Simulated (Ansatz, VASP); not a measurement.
Si3Ge2: VASP beside Ansatz

```xyz
10
Lattice="2.9326 0.0000 0.0000 -1.4663 2.5397 0.0000 0.0000 0.0000 22.4400" Properties=species:S:1:pos:R:3 pbc="T T T"
Si    1.4663    0.8466   18.3116
Si    1.4663    0.8466    4.1284
Si    0.0000    1.6931   16.3743
Si    0.0000    1.6931   20.2441
Si    0.0000    1.6931    2.1960
Si    0.0000    1.6931    6.0658
Ge    1.4663    0.8466    0.0000
Ge    1.4663    0.8466    8.4342
Ge    1.4663    0.8466   14.0058
Ge    0.0000    1.6931   11.2200
```

Alike in both runs: functional PBE; k mesh 6 × 6 × 1; occupations gaussian, width 0.1 eV; no spin polarisation.

Ansatz relaxed the structure, and its values are those at the end. VASP's run is a single point on that final structure, the one shown.

|  | VASP | Ansatz |
| --- | --- | --- |
| version | VASP 6.6.1 | Ansatz 0.2.0 |
| potentials or method | VASP PAW PBE potentials, release 64 (Si, Ge_d), cutoff 520 eV | scalar-relativistic, plane waves, PAW |
| valence electrons in the cell | 80 | 80 |

|  | VASP | Ansatz | Ansatz less VASP |
| --- | --- | --- | --- |
| gap on the k mesh at the Fermi level (eV) | none | none | - |
| pressure (GPa) | 0.1 | 0.1 | +0.01 |
| rms of the force components (eV/Å) | 0.009 | 0.008 | -0.0010 |

A gap of «none» marks a metal or a gap that the smearing closes. The functional is the same, so the differences come from potentials, cutoffs and numerics.

The k mesh is coarse, so the values compare programs but aren't converged.
